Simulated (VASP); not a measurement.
Os, 3 atoms in the cell. The typed cell holds 3 atoms: a = 2.726 Å, b = 2.726 Å, c = 6.682 Å, α = 90.00°, β = 90.00°, γ = 120.00°. This isn't the form of Os at room conditions, which is hcp.

| Quantity | Value |
| --- | --- |
| Program | VASP 6.6.1 |
| Task | single point |
| Functional | PBE |
| Potentials or basis | VASP PAW PBE potentials, release 64 (Os) |
| Cutoff | 520 eV |
| k mesh | 18 × 18 × 7 |
| Occupations | gaussian, width 0.1 eV |
| Spin | no spin polarisation |
| Dipole correction | no |
| Further INCAR settings | ALGO = Normal; EDIFF = 1e-06; NBANDS = 19 |

Potentials or basis: VASP PAW PBE potentials, release 64 (Os).

Launch:

```bash
$ cat potpaw_PBE.64/Os/POTCAR > POTCAR
$ mpirun -np 1 vasp_std > vasp.out
```

Hardware: 1 thread of Intel(R) Xeon(R) 6975P-C (Granite Rapids), with other jobs on the host.

Problem. Estimate the wall time of this run.

Solution. It took 64 s on 1 thread of Intel(R) Xeon(R) 6975P-C (Granite Rapids) (shared host), peak memory 0.27 GiB. Counts: scf iterations 12, k points 229.
